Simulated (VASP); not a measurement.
The system is Ga.

```
Ga
1.0
     0.00000    1.81546    1.81546
     1.81546    0.00000    1.81546
     1.81546    1.81546    0.00000
Ga
1
Direct
  0.00000 0.00000 0.00000
```

This isn't the form of Ga at room conditions, which is orthorhombic.

```yaml
Program: VASP 6.6.1
Task: relaxation of cell and atoms
Functional: PBE
Potentials_or_basis: VASP PAW PBE potentials, release 64 (Ga_d)
Cutoff: 600 eV
k_mesh: 17 × 17 × 17
Occupations: fermi-dirac, width 0.05 eV
Spin: no spin polarisation
```

At the start: pressure 67.5 GPa; volume 11.97 Å³/atom.

Q: Where does the relaxation end?

A: Over 4 steps the energy falls by 941.2 meV/atom and the volume is 18.94 Å³/atom (+58.3 %); space group Fm-3m (No. 225, to 0.1 Å) before and after.

The path:
```tsv
step	energy change (eV)	largest force (eV/Å)	pressure (GPa)	volume (Å³)
1	0.0000	0.0000	67.54	11.97
2	-0.8450	0.0000	-6.50	23.00
3	-0.9389	0.0000	1.13	18.42
4	-0.9412	0.0000	0.01	18.94
```

Final structure:
```cif
data_structure
_symmetry_space_group_name_H-M 'P 1'
_symmetry_Int_Tables_number 1
_cell_length_a 2.9920
_cell_length_b 2.9920
_cell_length_c 2.9920
_cell_angle_alpha 60.000
_cell_angle_beta 60.000
_cell_angle_gamma 60.000
_cell_volume 18.94
loop_
_atom_site_label
_atom_site_type_symbol
_atom_site_fract_x
_atom_site_fract_y
_atom_site_fract_z
_atom_site_occupancy
Ga1 Ga 0.00000 0.00000 0.00000 1
```

Caveat: the volume moved by over 15 % at a fixed basis, so the end points are rough.
